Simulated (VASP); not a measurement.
Wanted: the native input for a VASP 6.6.1 run.

- Task: single point
- Functional: BLYP
- Potentials or basis: VASP PAW PBE potentials, release 64 (C)
- Cutoff: 520 eV
- k mesh: 19 × 19 × 19
- Occupations: fermi-dirac, width 0.1 eV
- Spin: no spin polarisation
- Dipole correction: no
- Further INCAR settings: ALGO = Normal; EDIFF = 1e-06; NBANDS = 8

The structure of C lies in POSCAR:

```
C
1.0
    1.8726627510      0.0000000000      0.0000000000
    0.0000000000      1.8726627510      0.0000000000
    0.0000000000      0.0000000000      1.8726627510
C
1
Direct
    0.0000000000      0.0000000000      0.0000000000
```

This cell differs from its parent crystal: volume scaled by 1.12.

These files were run (other wordings do the same):

INCAR

```
SYSTEM = C
  AGGAC = 1.0
  AGGAX = 1.0
  ALDAC = 0.0
  ALDAX = 1.0
  ALGO = Normal
  EDIFF = 1E-6
  ENCUT = 520
  GGA = B5
  ISIF = 2
  ISMEAR = -1
  LASPH = .True.
  LCHARG = .False.
  LREAL = .False.
  LWAVE = .False.
  NBANDS = 8
  NELM = 100
  PREC = Accurate
  SIGMA = 0.1
```

KPOINTS

```
k-points
0
Gamma
  19 19 19
  0 0 0
```

Potentials or basis: VASP PAW PBE potentials, release 64 (C).

Launch:

```sh
$ cat potpaw_PBE.64/C/POTCAR > POTCAR
$ mpirun -np 1 vasp_std > vasp.out
```

It gave:

- Pressure: -24.2 GPa
- Band gap on the k mesh: zero (band 2 reaches 16.71 eV, above the bottom of band 3 at 5.70 eV)

Caveat: the PAW data sets were made with another functional, which shifts forces and pressure a little.

Run time: 4.7 s on 1 thread of Intel Xeon 6975P-C, with other jobs on the host, peak memory 0.11 GiB.
